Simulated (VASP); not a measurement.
# BiTe (Fm-3m) in VASP: a series of runs, part 2 of 2

VASP 6.6.1. The steps go on from the part before.

## 4. Relaxation of cell and atoms, PBE, target pressure 1 GPa, at which the enthalpy is minimised

This run uses another cell than the first one, of 34.03 Å³/atom.

Contents of INCAR:

```
ALGO = Normal ; EDIFF = 1E-6
EDIFFG = -0.008 ; ENCUT = 600
GGA = PE ; IBRION = 2
ISIF = 3 ; ISMEAR = 0
LASPH = T ; LCHARG = F
LREAL = F ; LWAVE = F
NELM = 80 ; NSW = 70
PREC = Accurate ; PSTRESS = 10.0
SIGMA = 0.1
```

Contents of KPOINTS:

```
k-points
0
Gamma
  12 12 12
```

Contents of POSCAR:

```
BiTe
1.0
    0.0000000000      3.2404891471      3.2404891471
    3.2404891471      0.0000000000      3.2404891471
    3.2404891471      3.2404891471      0.0000000000
Bi Te
1 1
Direct
    0.0000000000      0.0000000000      0.0000000000
    0.5000000000      0.5000000000      0.5000000000
```

Potentials or basis: VASP PAW PBE potentials, release 64 (Bi_d, Te).

Command:

```sh
$ cat potpaw_PBE.64/Bi_d/POTCAR potpaw_PBE.64/Te/POTCAR > POTCAR
$ mpirun -np 1 vasp_std > vasp.out
```

OUTCAR:

```text
EDIFF = 1E-6
   EDIFFG = -0.008
   ENCUT = 600
   GGA = PE
   IBRION = 2
   ISIF = 3
   ISMEAR = 0
   LASPH = T
   LREAL = F
   NELM = 80
   NSW = 70
   PREC = Accurate
   PSTRESS = 10.0

 ion  position               nearest neighbor table
   1  0.000  0.000  0.000-   2 3.24   2 3.24   2 3.24   2 3.24   2 3.24   2 3.24
   2  0.500  0.500  0.500-   1 3.24   1 3.24   1 3.24   1 3.24   1 3.24   1 3.24

  LATTYP: Found a face centered cubic cell.
 ALAT       =     6.4809782942

  Lattice vectors:

 A1 = (   0.0000000000,   3.2404891471,   3.2404891471)
 A2 = (   3.2404891471,   0.0000000000,   3.2404891471)
 A3 = (   3.2404891471,   3.2404891471,   0.0000000000)

Analysis of symmetry for initial positions (statically):
=====================================================================
 Subroutine PRICEL returns:
 Original cell was already a primitive cell.

 Routine SETGRP: Setting up the symmetry group for a
 face centered cubic supercell.

 Subroutine GETGRP returns: Found 48 space group operations
 (whereof 48 operations were pure point group operations)
 out of a pool of 48 trial point group operations.

The static configuration has the point symmetry O_h .

Analysis of symmetry for dynamics (positions and initial velocities):
=====================================================================
 Subroutine PRICEL returns:
 Original cell was already a primitive cell.

 Routine SETGRP: Setting up the symmetry group for a
 face centered cubic supercell.

 Subroutine GETGRP returns: Found 48 space group operations
 (whereof 48 operations were pure point group operations)
 out of a pool of 48 trial point group operations.

The dynamic configuration has the point symmetry O_h .

 Subroutine INISYM returns: Found 48 space group operations
 (whereof 48 operations are pure point group operations),
 and found     1 'primitive' translations

----------------------------------------------------------------------------------------

                                     Primitive cell

  volume of cell :      68.0553

  direct lattice vectors                    reciprocal lattice vectors
     0.000000000  3.240489147  3.240489147    -0.154297693  0.154297693  0.154297693
     3.240489147  0.000000000  3.240489147     0.154297693 -0.154297693  0.154297693
     3.240489147  3.240489147  0.000000000     0.154297693  0.154297693 -0.154297693

  length of vectors
     4.582743701  4.582743701  4.582743701     0.267251444  0.267251444  0.267251444

  position of ions in fractional coordinates (direct lattice)
     0.000000000  0.000000000  0.000000000
     0.500000000  0.500000000  0.500000000

  ion indices of the primitive-cell ions
   primitive index   ion index
                 1           1
                 2           2

----------------------------------------------------------------------------------------

 KPOINTS: k-points

Automatic generation of k-mesh.
 Grid dimensions read from file:
[... 47 lines left out ...]
   k-points           NKPTS =     72   k-points in BZ     NKDIM =     72   number of bands    NBANDS=     14
   number of dos      NEDOS =    301   number of ions     NIONS =      2
   total plane-waves  NPLWV =  64000
   dimension x,y,z NGX =    40 NGY =   40 NGZ =   40
   dimension x,y,z NGXF=    80 NGYF=   80 NGZF=   80
   ions per type =               1   1
   NGX,Y,Z   is equivalent  to a cutoff of  14.51, 14.51, 14.51 a.u.
   NGXF,Y,Z  is equivalent  to a cutoff of  29.02, 29.02, 29.02 a.u.
 SYSTEM =  unknown system
   PREC   = accura    normal or accurate (medium, high low for compatibility)
   ISTART =      0    job   : 0-new  1-cont  2-samecut
   ICHARG =      2    charge: 1-file 2-atom 10-const
   ISPIN  =      1    spin polarized calculation?
   LNONCOLLINEAR =      F non collinear calculations
   LSORBIT =      F    spin-orbit coupling
   LASPH  =      T    aspherical Exc in radial PAW
   ENCUT  =  600.0 eV  44.10 Ry    6.64 a.u.   9.15  9.15  9.15*2*pi/ulx,y,z
   NELM   =     80;   NELMIN=  2; NELMDL= -5     # of ELM steps
   EDIFF  = 0.1E-05   stopping-criterion for ELM
   LREAL  =      F    real-space projection
   EDIFFG = -.8E-02   stopping-criterion for IOM
   NSW    =     70    number of steps for IOM
   IBRION =      2    ionic relax: 0-MD 1-quasi-New 2-CG
   NFREE  =      1    steps in history (QN), initial steepest desc. (CG)
   ISIF   =      3    stress and relaxation
   ISYM   =      2    0-nonsym 1-usesym 2-fastsym
   POTIM  = 0.5000    time-step for ionic-motion
   TEBEG  =    0.0;   TEEND  =   0.0 temperature during run
   PSTRESS=   10.0 pullay stress
   NELECT =      21.0000    total number of electrons
   NUPDOWN=      -1.0000    fix difference up-down
   EMIN   =  10.00;   EMAX   =-10.00  energy-range for DOS
   EFERMI =   0.00;   METHOD = LEGACY
   ISMEAR =     0;   SIGMA  =   0.10  broadening in eV -4-tet -1-fermi 0-gaus
   EFERMI_NEDOS =   21; number of points for ismear=-14 and -15
   IALGO  =     38    algorithm
   IMIX   =      4    mixing-type and parameters
     AMIX     =   0.40;   BMIX     =  1.00
     AMIX_MAG =   1.60;   BMIX_MAG =  1.00
  volume/ion in A,a.u.               =      34.03       229.63
  Fermi-wavevector in a.u.,A,eV,Ry     =   1.106269  2.090545 16.651229  1.223831
  Thomas-Fermi vector in A             =   2.242767
   LORBIT       =      0    0 simple, 1 ext, 2 COOP (PROOUT), +10 PAW based schemes
   GGA     = PE    functional components
   LHFCALC =     F    Hartree Fock is set to
   AEXX    =    0.0000 exact exchange contribution
   IVDW    =     0    specifies the selected vdW correction
   LEPSILON=     F    determine dielectric tensor
   LRPA    =     F    only Hartree local field effects (RPA)
 conjugate gradient relaxation of ions
 non-spin polarized calculation
 Gauss-broadening in eV      SIGMA  =   0.10
  energy-cutoff  :      600.00
  volume of cell :       68.06
 maximum number of plane-waves:      2287
 NGX is ok and might be reduce to    40
   NGX = 19   NGY = 19   NGZ = 19

--------------------------------------- Ionic step        1  -------------------------------------------

 number of electron      21.0000002 magnetization

 Free energy of the ion-electron system (eV)
  ---------------------------------------------------
  ext. energy  EPLUGINS =         0.00000000
  ---------------------------------------------------
  free energy    TOTEN  =        -7.17851535 eV

  energy without entropy =       -7.17220137  energy(sigma->0) =       -7.17535836

------------------------ aborting loop because EDIFF is reached ----------------------------------------

  FORCE on cell =-STRESS in cart. coord.  units (eV):
  Direction    XX          YY          ZZ          XY          YZ          ZX
  --------------------------------------------------------------------------------------
  -------------------------------------------------------------------------------------
  Total        0.1840464      0.1840464      0.1840464     -0.0000000      0.0000000      0.0000000
  in kB        4.3328744      4.3328744      4.3328744     -0.0000000      0.0000000      0.0000000
  external PRESSURE =      -5.6671256 kB  Pullay stress =      10.0000000 kB
[... 63 lines left out ...]
--------------------------------------- Ionic step        3  -------------------------------------------

 number of electron      21.0000002 magnetization

 Free energy of the ion-electron system (eV)
  ---------------------------------------------------
  ext. energy  EPLUGINS =         0.00000000
  ---------------------------------------------------
  free energy    TOTEN  =        -7.17514984 eV

  energy without entropy =       -7.16904057  energy(sigma->0) =       -7.17209521

 E-fermi :   6.7175     XC(G=0):  -9.4619

 val. band max:        6.6925691044   @ k =  -0.4167   0.2500   0.0833
 cond. band min:       6.7223079591   @ k =  -0.2500   0.2500   0.0000
 fundamental gap:      0.0297388547
 Fermi energy:         6.7175328443

 k-point     1 :       0.0000    0.0000    0.0000
  band No.  band energies     occupation
      1     -16.4288      2.00000
      2     -16.4288      2.00000
      3     -16.4254      2.00000
      4     -16.4254      2.00000
      5     -16.4254      2.00000
      6      -6.8426      2.00000
      7      -1.3835      2.00000
      8       4.1612      2.00000
      9       4.1612      2.00000
     10       4.1612      2.00000
     11       8.8912      0.00000
     12       8.8912      0.00000
     13       8.8912      0.00000
     14      11.3828      0.00000
[... 377 lines left out ...]
      1     -16.4349      2.00000
      2     -16.4319      2.00000
      3     -16.4225      2.00000
      4     -16.4193      2.00000
      5     -16.4181      2.00000
      6      -4.8438      2.00000
      7      -4.3590      2.00000
      8       2.8681      2.00000
      9       4.1785      2.00000
     10       4.2946      2.00000
     11       6.9249      0.00336
     12       6.9389      0.00175
     13       8.6504      0.00000
     14      12.8779      0.00000

 [... further k-points ...]
[... 5 lines left out ...]
  --------------------------------------------------------------------------------------
  -------------------------------------------------------------------------------------
  Total        0.4188742      0.4188742      0.4188742      0.0000000      0.0000000      0.0000000
  in kB        9.9716700      9.9716700      9.9716700      0.0000000      0.0000000      0.0000000
  external PRESSURE =      -0.0283300 kB  Pullay stress =      10.0000000 kB
[... 21 lines left out ...]
  energy  without entropy=       -7.1690405712  energy(sigma->0) =       -7.17209521

  enthalpy is  TOTEN    =        -6.7550856481 eV   P V=        0.4200641910

 reached required accuracy - stopping structural energy minimisation
```

Wall time 3.7 min (1 thread of Intel Xeon 8259CL, shared host); peak memory 0.3 GiB.

Results:

* Free energy: -7.1751 eV
* Relaxed volume: 33.65 Å³/atom
* Relaxed cell: a = 4.566 Å, b = 4.566 Å, c = 4.566 Å, α = 60.00°, β = 60.00°, γ = 60.00°
* Space group after relaxing (to 0.1 Å): Fm-3m (No. 225)
* Energy change on relaxing (the run minimises the enthalpy): +1.7 meV/atom
* Ionic steps: 3
* Pressure after relaxing: 1.0 GPa
* Band gap on the k mesh: zero (an odd number of electrons rules out a gap without spin polarisation)

The path:
```csv
step,energy change (eV),largest force (eV/Å),pressure (GPa),volume (Å³)
1,0.0000,0.0000,0.43,68.06
2,0.0065,0.0000,1.34,66.88
3,0.0034,0.0000,1.00,67.30
```

Final structure:
```cif
data_structure
_symmetry_space_group_name_H-M 'P 1'
_symmetry_Int_Tables_number 1
_cell_length_a 4.5658
_cell_length_b 4.5658
_cell_length_c 4.5658
_cell_angle_alpha 60.000
_cell_angle_beta 60.000
_cell_angle_gamma 60.000
_cell_volume 67.30
loop_
_atom_site_label
_atom_site_type_symbol
_atom_site_fract_x
_atom_site_fract_y
_atom_site_fract_z
_atom_site_occupancy
Bi1 Bi 0.00000 0.00000 0.00000 1
Te1 Te 0.50000 0.50000 0.50000 1
```

Caveat: the cell is relaxed towards a set pressure, so the run minimises the enthalpy, not the energy; spin-orbit coupling is left out, which moves the levels of the heavy elements; an odd number of electrons without spin polarisation forces a metal; a magnetic or distorted state may lie lower.

## 5. Relaxation of cell and atoms, PBE, target pressure -1 GPa, at which the enthalpy is minimised

This run uses another cell than the first one, of 34.70 Å³/atom.

Contents of INCAR:

```
SYSTEM = BiTe
ALGO = Normal
EDIFF = 1E-6
EDIFFG = -0.008
ENCUT = 600
GGA = PE
IBRION = 2
ISIF = 3
ISMEAR = 0
LASPH = .TRUE.
LCHARG = .FALSE.
LREAL = .FALSE.
LWAVE = .FALSE.
NELM = 100
NSW = 70
PREC = Accurate
PSTRESS = -10.0
SIGMA = 0.1
```

Contents of KPOINTS:

```
k-points
0
G
  12 12 12
  0 0 0
```

Contents of POSCAR:

```
BiTe
1.0
    0.0000000000      3.2617381442      3.2617381442
    3.2617381442      0.0000000000      3.2617381442
    3.2617381442      3.2617381442      0.0000000000
Bi Te
1 1
Direct
    0.0000000000      0.0000000000      0.0000000000
    0.5000000000      0.5000000000      0.5000000000
```

Potentials or basis: VASP PAW PBE potentials, release 64 (Bi_d, Te).

Command:

```sh
$ cat potpaw_PBE.64/Bi_d/POTCAR potpaw_PBE.64/Te/POTCAR > POTCAR
$ mpirun -np 1 vasp_std > vasp.out
```

OUTCAR:

```text
SYSTEM = BiTe
   EDIFF = 1E-6
   EDIFFG = -0.008
   ENCUT = 600
   GGA = PE
   IBRION = 2
   ISIF = 3
   ISMEAR = 0
   LASPH = .TRUE.
   LREAL = .FALSE.
   NELM = 100
   NSW = 70
   PREC = Accurate
   PSTRESS = -10.0

 ion  position               nearest neighbor table
   1  0.000  0.000  0.000-   2 3.26   2 3.26   2 3.26   2 3.26   2 3.26   2 3.26
   2  0.500  0.500  0.500-   1 3.26   1 3.26   1 3.26   1 3.26   1 3.26   1 3.26

  LATTYP: Found a face centered cubic cell.
 ALAT       =     6.5234762884

  Lattice vectors:

 A1 = (   0.0000000000,   3.2617381442,   3.2617381442)
 A2 = (   3.2617381442,   0.0000000000,   3.2617381442)
 A3 = (   3.2617381442,   3.2617381442,   0.0000000000)

Analysis of symmetry for initial positions (statically):
=====================================================================
[... 263 lines left out ...]
 cond. band min:       6.2253059421   @ k =   0.2500   0.1667   0.0000
 fundamental gap:      0.0441746713
 Fermi energy:         6.2044822367

 k-point     1 :       0.0000    0.0000    0.0000
  band No.  band energies     occupation
      1     -16.9260      2.00000
      2     -16.9260      2.00000
      3     -16.9249      2.00000
      4     -16.9249      2.00000
      5     -16.9249      2.00000
      6      -7.0639      2.00000
      7      -2.0495      2.00000
      8       3.7626      2.00000
      9       3.7626      2.00000
     10       3.7626      2.00000
     11       8.2880      0.00000
     12       8.2880      0.00000
     13       8.2880      0.00000
     14      10.9390      0.00000
[... 377 lines left out ...]
      1     -16.9309      2.00000
      2     -16.9285      2.00000
      3     -16.9225      2.00000
      4     -16.9198      2.00000
      5     -16.9188      2.00000
      6      -5.1886      2.00000
      7      -4.7499      2.00000
      8       2.5391      2.00000
      9       3.7937      2.00000
     10       3.8598      2.00000
     11       6.3886      0.00922
     12       6.4189      0.00243
     13       8.0424      0.00000
     14      12.3632      0.00000

 [... further k-points ...]
[... 5 lines left out ...]
  --------------------------------------------------------------------------------------
  -------------------------------------------------------------------------------------
  Total       -0.4367057     -0.4367057     -0.4367057     -0.0000000     -0.0000000      0.0000000
  in kB       -9.9611075     -9.9611075     -9.9611075     -0.0000000     -0.0000000      0.0000000
  external PRESSURE =       0.0388925 kB  Pullay stress =     -10.0000000 kB
[... 21 lines left out ...]
  energy  without entropy=       -7.1676211519  energy(sigma->0) =       -7.17106395

  enthalpy is  TOTEN    =        -7.6129175153 eV   P V=       -0.4384107631

 reached required accuracy - stopping structural energy minimisation
```

CONTCAR:

```text
BiTe
   1.00000000000000
     0.0000000000000000    3.2748187237253115    3.2748187237253115
     3.2748187237253115   -0.0000000000000000    3.2748187237253115
     3.2748187237253115    3.2748187237253115   -0.0000000000000000
  Bi              Te
     1     1
Direct
     0.0000000000000000    0.0000000000000000    0.0000000000000000
     0.5000000000000000    0.5000000000000000    0.5000000000000000

  0.00000000E+00  0.00000000E+00  0.00000000E+00
  0.00000000E+00  0.00000000E+00  0.00000000E+00
```

Run time: 3.7 min. Hardware: 1 thread of Intel Xeon 8259CL, shared host; peak memory 0.3 GiB.

What came out:

```
Free energy                                                : -7.1745 eV
Relaxed volume                                             : 35.12 Å³/atom
Relaxed cell                                               : a = 4.631 Å, b = 4.631 Å, c = 4.631 Å, α = 60.00°, β = 60.00°, γ = 60.00°
Space group after relaxing (to 0.1 Å)                      : Fm-3m (No. 225)
Energy change on relaxing (the run minimises the enthalpy) : +1.9 meV/atom
Ionic steps                                                : 3
Pressure after relaxing                                    : -1.0 GPa
Band gap on the k mesh                                     : zero (an odd number of electrons rules out a gap without spin polarisation)
```

Step by step:
```csv
step,energy change (eV),largest force (eV/Å),pressure (GPa),volume (Å³)
1,0.0000,0.0000,-0.49,69.40
2,0.0058,0.0000,-1.18,70.52
3,0.0039,0.0000,-1.00,70.24
```

Final structure:
```cif
data_structure
_symmetry_space_group_name_H-M 'P 1'
_symmetry_Int_Tables_number 1
_cell_length_a 4.6313
_cell_length_b 4.6313
_cell_length_c 4.6313
_cell_angle_alpha 60.000
_cell_angle_beta 60.000
_cell_angle_gamma 60.000
_cell_volume 70.24
loop_
_atom_site_label
_atom_site_type_symbol
_atom_site_fract_x
_atom_site_fract_y
_atom_site_fract_z
_atom_site_occupancy
Bi1 Bi 0.00000 0.00000 0.00000 1
Te1 Te 0.50000 0.50000 0.50000 1
```

Caveat: the cell is relaxed towards a set pressure, so the run minimises the enthalpy, not the energy; spin-orbit coupling is left out, which moves the levels of the heavy elements; an odd number of electrons without spin polarisation forces a metal; a magnetic or distorted state may lie lower. PBE usually gives volumes a little too large and moduli too small.

## 6. The runs side by side

| cell | k mesh | gap on the mesh (eV) | pressure (GPa) |
| --- | --- | --- | --- |
| relaxed to 90 GPa from a = 3.901 Å, angles 60.0°, 2 atoms | 14 × 14 × 14 | none | 90.0 |
| relaxed to 4 GPa from a = 4.484 Å, angles 60.0°, 2 atoms | 12 × 12 × 12 | none | 4.0 |
| relaxed to 1 GPa from a = 4.583 Å, angles 60.0°, 2 atoms | 12 × 12 × 12 | none | 1.0 |
| relaxed to -1 GPa from a = 4.613 Å, angles 60.0°, 2 atoms | 12 × 12 × 12 | none | -1.0 |

Alike in all rows: task relaxation of cell and atoms; level PBE; potentials or basis VASP PAW PBE potentials, release 64 (Bi_d, Te); no spin polarisation; cutoff (eV) 600; smearing gaussian 0.1 eV.

Caveats: the cell is relaxed towards a set pressure, so the run minimises the enthalpy, not the energy; spin-orbit coupling is left out, which moves the levels of the heavy elements; an odd number of electrons without spin polarisation forces a metal; a magnetic or distorted state may lie lower.

Total energies depend on the potentials used, so only differences within one code and one set of settings carry meaning.

The gap in the log of VASP goes by the Fermi energy; the results here count the filled bands.